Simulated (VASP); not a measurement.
Pt, 1 atom in the cell. Symmetry: Im-3m, No. 229, cubic system. The conventional cell has a = 3.168 Å, b = 3.168 Å, c = 3.168 Å, α = 90.00°, β = 90.00°, γ = 90.00°. Within 3.6 Å of Pt (site symmetry m-3m) lie 14 Pt at 2.74 to 3.17 Å. 

```yaml
Program: VASP 6.6.1
Task: relaxation of cell and atoms
Functional: PBEsol
Dispersion: D3(BJ)
Potentials_or_basis: VASP PAW PBE potentials, release 64 (Pt)
Cutoff: 600 eV
k_mesh: 13 × 13 × 13
Occupations: fermi-dirac, width 0.05 eV
Spin: no spin polarisation
Dipole_correction: no
Further_INCAR_settings: ALGO = Normal; EDIFF = 1e-07; IBRION = 2; EDIFFG = -0.01; NSW = 80; ISIF = 3
```

Potentials or basis: VASP PAW PBE potentials, release 64 (Pt).

Command:

```console
$ cat potpaw_PBE.64/Pt/POTCAR > POTCAR
$ mpirun -np 1 vasp_std > vasp.out
```

Hardware: 1 thread of AMD EPYC 7R13 Processor (Zen 3) (shared host).

Task: How long does it take, and how much memory?

Result: It took 39 s on 1 thread of AMD EPYC 7R13 Processor (Zen 3), on a shared host, peak memory 0.14 GiB. Counts: scf iterations 41, k points 84, ion steps 5.
